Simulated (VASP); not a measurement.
Si (a cell with a defect), 63 atoms in the cell. The cell holds a defect, 63 atoms: a = 10.860 Å, b = 10.860 Å, c = 10.860 Å, α = 90.00°, β = 90.00°, γ = 90.00°. 

| Item | Value |
| --- | --- |
| Program | VASP 6.6.1 |
| Task | single point |
| Functional | PBE |
| Dispersion | D3(BJ) |
| Potentials or basis | VASP PAW PBE potentials, release 64 (Si) |
| Cutoff | 520 eV |
| k mesh | 1 × 1 × 1 |
| Occupations | gaussian, width 0.02 eV |
| Spin | no spin polarisation |
| Dipole correction | no |
| Further INCAR settings | LREAL = Auto; ALGO = Normal; EDIFF = 1e-06; NBANDS = 163 |

Potentials or basis: VASP PAW PBE potentials, release 64 (Si).

Launch:

```sh
$ cat potpaw_PBE.64/Si/POTCAR > POTCAR
$ mpirun -np 1 vasp_gam > vasp.out
```

Hardware: 1 thread of Intel(R) Xeon(R) Platinum 8488C (Sapphire Rapids) (shared host).

Problem. How long does it take, and how much memory?

Solution. It took 10 min on 1 thread of Intel(R) Xeon(R) Platinum 8488C (Sapphire Rapids), with other jobs on the host, peak memory 0.99 GiB. Counts: scf iterations 17, k points 1.
